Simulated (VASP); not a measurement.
**Li4Nb4O11 (a cell with a defect): single point with PBEsol**

Li4Nb4O11 (a cell with a defect):

```
Li Nb O
1.0
     5.18259    0.00000    0.00000
     0.00000    2.99217   -4.54922
     0.00000    5.98434    4.54922
Li Nb O
4 4 11
Direct
  0.00000 0.50000 0.25000
  0.50000 0.00000 0.75000
  0.00000 0.50000 0.75000
  0.50000 0.00000 0.25000
  0.00000 0.00000 0.00000
  0.50000 0.50000 0.50000
  0.00000 0.00000 0.50000
  0.50000 0.50000 0.00000
  0.87957 0.00000 0.25000
  0.37957 0.50000 0.75000
  0.81021 0.68979 0.93979
  0.81021 0.31021 0.56021
  0.31021 0.81021 0.06021
  0.12043 0.00000 0.75000
  0.62043 0.50000 0.25000
  0.68979 0.81021 0.56021
  0.18979 0.31021 0.06021
  0.07821 0.57771 0.43979
  0.68979 0.18979 0.93979
```

This cell differs from its parent crystal: atoms taken out, atom 18 moved 0.167 of the way to it and -0.700 Å across, host rigid.

```
Program                : VASP 6.6.1
Task                   : single point
Functional             : PBEsol
Potentials or basis    : VASP PAW PBE potentials, release 64 (Li_sv, Nb_sv, O)
Cutoff                 : 520 eV
k mesh                 : 4 × 4 × 4
Occupations            : gaussian, width 0.05 eV
Spin                   : no spin polarisation
Dipole correction      : no
Charge                 : 2
Further INCAR settings : LREAL = Auto; ALGO = Normal; EDIFF = 1e-06; NBANDS = 80; NELECT = 128.0
```

The largest force is 7.803 eV/Å.

Forces on the atoms (eV/Å):
```
Li  -1.340 -4.170 -1.871
Li   0.231  0.667  0.569
Li   0.038  0.302  0.029
Li   0.570 -1.211 -0.490
Nb  -0.190  0.015 -0.011
Nb   0.699  2.411 -2.434
Nb  -4.107 -0.690  2.610
Nb   0.101 -0.230 -0.080
O    0.983  2.032  1.242
O    0.305 -1.991 -0.987
O   -0.080  0.163 -0.174
O   -1.270 -1.502  1.460
O   -0.024  0.237  0.047
O    0.320 -2.383 -1.958
O   -1.146  1.567  1.812
O   -1.152 -0.390 -0.228
O    0.134 -0.150  0.281
O    5.782  5.237  0.169
O    0.146  0.087  0.016
```

Levels at points of the mesh, in eV from the Fermi level:
| k point | band 61 | band 62 | band 63 | band 64 | band 65 | band 66 | band 67 | band 68 |
| --- | --- | --- | --- | --- | --- | --- | --- | --- |
| (0.00, 0.00, 0.00) | -0.57 | -0.43 | -0.40 | -0.30 | 0.50 | 1.21 | 1.56 | 1.78 |
| (0.50, 0.00, 0.00) | -0.87 | -0.63 | -0.36 | -0.32 | 0.42 | 1.50 | 1.71 | 1.96 |
| (0.00, 0.50, 0.00) | -1.02 | -0.58 | -0.41 | -0.38 | 1.21 | 1.49 | 1.87 | 2.12 |
| (0.50, 0.50, 0.00) | -0.99 | -0.85 | -0.85 | -0.74 | 0.53 | 1.51 | 1.66 | 1.78 |
| (0.00, 0.00, 0.50) | -0.66 | -0.41 | -0.34 | -0.27 | 0.50 | 1.18 | 2.10 | 2.44 |
| (0.50, 0.00, 0.50) | -0.73 | -0.56 | -0.37 | -0.32 | 0.40 | 1.49 | 2.05 | 2.26 |
| (0.00, 0.50, 0.50) | -0.77 | -0.58 | -0.40 | -0.36 | 1.31 | 1.41 | 2.17 | 2.31 |
| (0.50, 0.50, 0.50) | -0.95 | -0.93 | -0.86 | -0.76 | 0.50 | 1.75 | 2.07 | 2.34 |

Run time: 16 min on 1 thread of Intel(R) Xeon(R) Platinum 8488C (Sapphire Rapids) (shared host), peak memory 0.52 GiB.

Caveat: the cell carries a net charge on a neutralising background, which shifts energy and pressure; the cell differs from its parent crystal (atoms taken out, atom 18 moved 0.167 of the way to it and -0.700 Å across, host rigid); the cell is charged against a uniform background, so pressure and absolute levels hang on convention; the PAW data sets were made with another functional, which shifts forces and pressure a little.
